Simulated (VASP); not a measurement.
# LiAl4O (Cmmm) in VASP: notebook, part 2 of 2

VASP 6.6.1. The steps go on from the part before.

### Step 3. Single point, PBE

This run uses another cell than the first one, of 20.56 Å³/atom, 1.464 times its volume.

INCAR reads:

```
PREC = Accurate
ENCUT = 520
EDIFF = 1E-6
ISMEAR = 0
SIGMA = 0.1
LREAL = F
LASPH = T
NELM = 100
ALGO = Normal
ISIF = 2
LWAVE = F
LCHARG = F
GGA = PE
NBANDS = 20
```

KPOINTS reads:

```
Automatic mesh
0
Gamma
  8 8 8
```

POSCAR reads:

```
LiAl4O
1.0
    2.5598608217     -5.7500299160      0.0000000000
    2.5598608217      5.7500299160      0.0000000000
    0.0000000000      0.0000000000      4.1910506189
Li Al O
1 4 1
Direct
    0.0000000000      0.0000000000      0.5000000000
    0.3497310578      0.6502689422      0.0000000000
    0.6502689422      0.3497310578      0.0000000000
    0.0000000000      0.5000000000      0.5000000000
    0.5000000000      0.0000000000      0.5000000000
    0.5000000000      0.5000000000      0.0000000000
```

Potentials or basis: VASP PAW PBE potentials, release 64 (Li_sv, Al, O).

Launch:

```bash
cat potpaw_PBE.64/Li_sv/POTCAR potpaw_PBE.64/Al/POTCAR potpaw_PBE.64/O/POTCAR > POTCAR
mpirun -np 1 vasp_std > vasp.out
```

OUTCAR:

```text
PREC = Accurate
   ENCUT = 520
   EDIFF = 1E-6
   ISMEAR = 0
   LREAL = F
   LASPH = T
   NELM = 100
   ISIF = 2
   GGA = PE

 ion  position               nearest neighbor table
   1  0.000  0.000  0.500-
   2  0.350  0.650  0.000-   6 1.73   5 2.71   4 2.71   4 2.71   5 2.71
   3  0.650  0.350  0.000-   6 1.73   5 2.71   4 2.71   4 2.71   5 2.71
   4  0.000  0.500  0.500-   5 2.56   5 2.56   2 2.71   2 2.71   3 2.71   3 2.71
   5  0.500  0.000  0.500-   4 2.56   4 2.56   2 2.71   2 2.71   3 2.71   3 2.71
   6  0.500  0.500  0.000-   2 1.73   3 1.73

[... 759 lines left out ...]
  -------------------------------------------------------------------------------------
  Total       -0.0612691      0.0734093     -0.0705359     -0.0000000      0.0000000      0.0000000
  in kB       -0.7956334      0.9532846     -0.9159703     -0.0000000      0.0000000      0.0000000
  external PRESSURE =      -0.2527731 kB  Pullay stress =       0.0000000 kB

 VOLUME and BASIS-vectors are now :
 -----------------------------------------------------------------------------
  energy-cutoff  :      520.00
  volume of cell :      123.38
      direct lattice vectors                 reciprocal lattice vectors
     2.559860822 -5.750029916  0.000000000     0.195323119 -0.086956069  0.000000000
     2.559860822  5.750029916  0.000000000     0.195323119  0.086956069  0.000000000
     0.000000000  0.000000000  4.191050619     0.000000000  0.000000000  0.238603656

 POSITION                                       TOTAL-FORCE (eV/Angst)
 -----------------------------------------------------------------------------------
      0.00000      0.00000      2.09553        -0.000000      0.000000      0.000000
      2.55986      1.72810      0.00000        -0.000000      0.026526      0.000000
      2.55986     -1.72810      0.00000        -0.000000     -0.026526     -0.000000
      1.27993      2.87501      2.09553        -0.000000      0.000000      0.000000
      1.27993     -2.87501      2.09553        -0.000000      0.000000      0.000000
      2.55986      0.00000      0.00000         0.000000     -0.000000      0.000000
 -----------------------------------------------------------------------------------
    total drift:                               -0.000000     -0.000000      0.000000

  FREE ENERGIE OF THE ION-ELECTRON SYSTEM (eV)
  ---------------------------------------------------
  free  energy   TOTEN  =       -24.6121775762 eV

  energy  without entropy=      -24.6036225269  energy(sigma->0) =      -24.60790005
```

It took 4.7 min on 1 thread of AMD EPYC 9R45 (Zen 5), shared host; peak memory 0.37 GiB.

Results:

```
Free energy   : -24.6122 eV
Largest force : 0.027 eV/Å
```

Forces on the atoms (eV/Å):
```
Li   0.000  0.000  0.000
Al   0.000  0.027  0.000
Al   0.000 -0.027  0.000
Al   0.000  0.000  0.000
Al   0.000  0.000  0.000
O    0.000  0.000  0.000
```

Levels at points of the mesh, in eV from the Fermi level:
| k point | band 6 | band 7 | band 8 | band 9 | band 10 | band 11 | band 12 | band 13 | band 14 | band 15 |
| --- | --- | --- | --- | --- | --- | --- | --- | --- | --- | --- |
| (0.00, 0.00, 0.00) | -3.88 | -3.36 | -2.88 | -1.95 | -0.95 | 0.27 | 0.86 | 1.64 | 2.28 | 2.53 |
| (0.50, 0.00, 0.00) | -4.26 | -3.80 | -2.00 | -1.06 | -0.13 | 0.19 | 1.36 | 1.56 | 2.30 | 3.40 |
| (0.50, 0.50, 0.00) | -4.34 | -3.79 | -2.63 | -2.27 | -1.29 | 0.52 | 1.43 | 2.85 | 3.01 | 3.89 |
| (0.00, 0.00, 0.50) | -4.01 | -3.87 | -2.87 | -1.32 | -1.02 | -0.71 | -0.60 | 1.88 | 2.09 | 2.48 |
| (0.50, 0.00, 0.50) | -4.67 | -4.56 | -3.93 | -3.55 | -0.75 | -0.16 | 0.85 | 1.49 | 3.86 | 3.92 |
| (0.50, 0.50, 0.50) | -4.79 | -4.11 | -2.22 | -1.76 | -1.01 | -0.95 | -0.58 | 0.60 | 3.28 | 3.39 |

Caveat: the cutoff is under 1.25 times the usual one of these potentials, so pressure, stress and relaxed cells hold a basis-set (Pulay) error; an odd number of electrons without spin polarisation forces a metal; a magnetic or distorted state may lie lower.

### Step 4. Single point, PBE

This run uses another cell than the first one, of 20.56 Å³/atom, 1.464 times its volume.

INCAR reads:

```
ALGO = Normal
EDIFF = 1E-7
ENCUT = 520
GGA = PE
ISIF = 2
ISMEAR = 0
LASPH = T
LCHARG = F
LREAL = F
LWAVE = F
NBANDS = 20
NELM = 60
PREC = Accurate
SIGMA = 0.1
```

KPOINTS reads:

```
k-points
0
Gamma
  8 8 10
```

POSCAR reads:

```
LiAl4O
1.0
    2.5713705051     -5.6682945999      0.0000000000
    2.5713705051      5.6682945999      0.0000000000
    0.0000000000      0.0000000000      4.2326644381
Li Al O
1 4 1
Direct
    0.0000000000      0.0000000000      0.5000000000
    0.3474818690      0.6525181310      0.0000000000
    0.6525181310      0.3474818690      0.0000000000
    0.0000000000      0.5000000000      0.5000000000
    0.5000000000      0.0000000000      0.5000000000
    0.5000000000      0.5000000000      0.0000000000
```

Potentials or basis: VASP PAW PBE potentials, release 64 (Li_sv, Al, O).

Launch:

```bash
cat potpaw_PBE.64/Li_sv/POTCAR potpaw_PBE.64/Al/POTCAR potpaw_PBE.64/O/POTCAR > POTCAR
mpirun -np 1 vasp_std > vasp.out
```

OUTCAR:

```text
EDIFF = 1E-7
   ENCUT = 520
   GGA = PE
   ISIF = 2
   ISMEAR = 0
   LASPH = T
   LREAL = F
   NELM = 60
   PREC = Accurate

 ion  position               nearest neighbor table
   1  0.000  0.000  0.500-
   2  0.347  0.653  0.000-   6 1.73   5 2.71   4 2.71   4 2.71   5 2.71
   3  0.653  0.347  0.000-   6 1.73   5 2.71   4 2.71   4 2.71   5 2.71
   4  0.000  0.500  0.500-   5 2.57   5 2.57   2 2.71   2 2.71   3 2.71   3 2.71
   5  0.500  0.000  0.500-   4 2.57   4 2.57   2 2.71   2 2.71   3 2.71   3 2.71
   6  0.500  0.500  0.000-   2 1.73   3 1.73

  LATTYP: Found a base centered orthorhombic cell.
 ALAT       =     5.1427410102
 B/A-ratio  =     2.2043865669
 C/A-ratio  =     0.8230366705

  Lattice vectors:

 A1 = (   2.5713705051,  -5.6682945999,   0.0000000000)
 A2 = (   2.5713705051,   5.6682945999,   0.0000000000)
 A3 = (   0.0000000000,   0.0000000000,   4.2326644381)

Analysis of symmetry for initial positions (statically):
=====================================================================
 Subroutine PRICEL returns:
 Original cell was already a primitive cell.

 Routine SETGRP: Setting up the symmetry group for a
 base centered orthorhombic supercell.

 Subroutine GETGRP returns: Found  8 space group operations
 (whereof  8 operations were pure point group operations)
 out of a pool of  8 trial point group operations.

The static configuration has the point symmetry D_2h.

Analysis of symmetry for dynamics (positions and initial velocities):
=====================================================================
 Subroutine PRICEL returns:
 Original cell was already a primitive cell.

 Routine SETGRP: Setting up the symmetry group for a
 base centered orthorhombic supercell.

 Subroutine GETGRP returns: Found  8 space group operations
 (whereof  8 operations were pure point group operations)
 out of a pool of  8 trial point group operations.

The dynamic configuration has the point symmetry D_2h.

[... 129 lines left out ...]
  Thomas-Fermi vector in A             =   2.031036
   LORBIT       =      0    0 simple, 1 ext, 2 COOP (PROOUT), +10 PAW based schemes
   GGA     = PE    functional components
   LHFCALC =     F    Hartree Fock is set to
   AEXX    =    0.0000 exact exchange contribution
   IVDW    =     0    specifies the selected vdW correction
   LEPSILON=     F    determine dielectric tensor
   LRPA    =     F    only Hartree local field effects (RPA)
 non-spin polarized calculation
 Gauss-broadening in eV      SIGMA  =   0.10
  energy-cutoff  :      520.00
  volume of cell :      123.38
 maximum number of plane-waves:      3352
 NGX is ok and might be reduce to    48
   NGX = 23   NGY = 23   NGZ = 15

 number of electron      20.9999995 magnetization

 Free energy of the ion-electron system (eV)
  ---------------------------------------------------
  ext. energy  EPLUGINS =         0.00000000
  ---------------------------------------------------
  free energy    TOTEN  =       -24.61338608 eV

  energy without entropy =      -24.60620834  energy(sigma->0) =      -24.60979721

 E-fermi :   3.7079     XC(G=0):  -8.3138

 val. band max:        3.7010590396   @ k =   0.2500   0.1250   0.4000
 cond. band min:       3.7117573145   @ k =   0.3750   0.0000   0.4000
 fundamental gap:      0.0106982749
 Fermi energy:         3.7079473459

 k-point     1 :       0.0000    0.0000    0.0000
  band No.  band energies     occupation
      1     -43.8424      2.00000
      2     -15.2293      2.00000
      3      -4.8463      2.00000
      4      -3.5027      2.00000
      5      -0.4035      2.00000
      6      -0.1456      2.00000
[... 541 lines left out ...]
     19       9.4477      0.00000
     20      10.1226      0.00000

 [... further k-points ...]

------------------------ aborting loop because EDIFF is reached ----------------------------------------

  FORCE on cell =-STRESS in cart. coord.  units (eV):
  Direction    XX          YY          ZZ          XY          YZ          ZX
  --------------------------------------------------------------------------------------
  -------------------------------------------------------------------------------------
  Total       -0.0561303      0.0659340     -0.0695372      0.0000000      0.0000000      0.0000000
  in kB       -0.7288652      0.8561678     -0.9029564      0.0000000      0.0000000      0.0000000
  external PRESSURE =      -0.2585512 kB  Pullay stress =       0.0000000 kB

 VOLUME and BASIS-vectors are now :
 -----------------------------------------------------------------------------
  energy-cutoff  :      520.00
  volume of cell :      123.38
      direct lattice vectors                 reciprocal lattice vectors
     2.571370505 -5.668294600  0.000000000     0.194448835 -0.088209953  0.000000000
     2.571370505  5.668294600  0.000000000     0.194448835  0.088209953  0.000000000
     0.000000000  0.000000000  4.232664438     0.000000000  0.000000000  0.236257803

 POSITION                                       TOTAL-FORCE (eV/Angst)
 -----------------------------------------------------------------------------------
      0.00000      0.00000      2.11633         0.000000     -0.000000      0.000000
      2.57137      1.72904      0.00000         0.000000      0.025570      0.000000
      2.57137     -1.72904      0.00000         0.000000     -0.025570      0.000000
      1.28569      2.83415      2.11633         0.000000     -0.000000      0.000000
      1.28569     -2.83415      2.11633         0.000000     -0.000000      0.000000
      2.57137      0.00000      0.00000        -0.000000     -0.000000      0.000000
 -----------------------------------------------------------------------------------
    total drift:                                0.000000     -0.000000      0.000000

  FREE ENERGIE OF THE ION-ELECTRON SYSTEM (eV)
  ---------------------------------------------------
  free  energy   TOTEN  =       -24.6133860817 eV

  energy  without entropy=      -24.6062083410  energy(sigma->0) =      -24.60979721
```

stdout:

```text
POSCAR found type information on POSCAR LiAlO
 POSCAR found :  3 types and       6 ions
 scaLAPACK will be used
 LDA part: xc-table for (Slater+PW92), standard interpolation
 POSCAR, INCAR and KPOINTS ok, starting setup
 FFT: planning ... GRIDC
 FFT: planning ... GRID_SOFT
 FFT: planning ... GRID
 WAVECAR not read
 entering main loop
```

It took 5.9 min on 1 thread of AMD EPYC 9R45 (Zen 5), shared host; peak memory 0.41 GiB.

What came out:

```yaml
Free_energy: -24.6134 eV
Largest_force: 0.026 eV/Å
```

Forces on the atoms (eV/Å):
```
Li   0.000  0.000  0.000
Al   0.000  0.026  0.000
Al   0.000 -0.026  0.000
Al   0.000  0.000  0.000
Al   0.000  0.000  0.000
O    0.000  0.000  0.000
```

Levels at points of the mesh, in eV from the Fermi level:
```csv
k point,band 7,band 8,band 9,band 10,band 11,band 12,band 13,band 14
"(0.00, 0.00, 0.00)",-3.28,-2.89,-1.87,-1.01,0.16,1.01,1.70,2.26
"(0.50, 0.00, 0.00)",-3.76,-1.88,-0.95,-0.22,0.11,1.24,1.45,2.38
"(0.50, 0.50, 0.00)",-3.75,-2.62,-2.25,-1.38,0.40,1.55,2.85,3.10
"(0.00, 0.00, 0.50)",-3.78,-2.81,-1.30,-1.08,-0.76,-0.50,1.91,2.07
"(0.50, 0.00, 0.50)",-4.54,-3.85,-3.50,-0.70,-0.09,0.98,1.61,3.86
"(0.50, 0.50, 0.50)",-4.07,-2.18,-1.64,-1.02,-0.96,-0.61,0.56,3.40
```

Caveat: the cutoff is under 1.25 times the usual one of these potentials, so pressure, stress and relaxed cells hold a basis-set (Pulay) error; an odd number of electrons without spin polarisation forces a metal; a magnetic or distorted state may lie lower.

### Step 5. Overview

| task | cell | k mesh | cutoff (eV) | gap on the mesh (eV) | largest force (eV/Å) |
| --- | --- | --- | --- | --- | --- |
| relaxation of cell and atoms | relaxed from a = 4.881, b = 4.881, c = 4.024 Å, angles 90.0, 90.0, 118.5°, 6 atoms | 4 × 4 × 4 | 600 | none | - |
| single point | a = 6.294, b = 6.294, c = 4.191 Å, angles 90.0, 90.0, 132.0°, 6 atoms | 8 × 8 × 8 | 520 | none | 0.03 |
| single point | a = 6.224, b = 6.224, c = 4.233 Å, angles 90.0, 90.0, 131.2°, 6 atoms | 8 × 8 × 10 | 520 | none | 0.03 |

Alike in all rows: level PBE; potentials or basis VASP PAW PBE potentials, release 64 (Li_sv, Al, O); no spin polarisation; smearing gaussian 0.1 eV.

Caveats: some runs use coarse meshes; the cutoff is under 1.25 times the usual one of these potentials, so pressure, stress and relaxed cells hold a basis-set (Pulay) error; an odd number of electrons without spin polarisation forces a metal; a magnetic or distorted state may lie lower; the volume moved by over 15 % at a fixed basis, so the end points are rough (some runs).

Absolute energies hang on the potentials; compare differences alone.
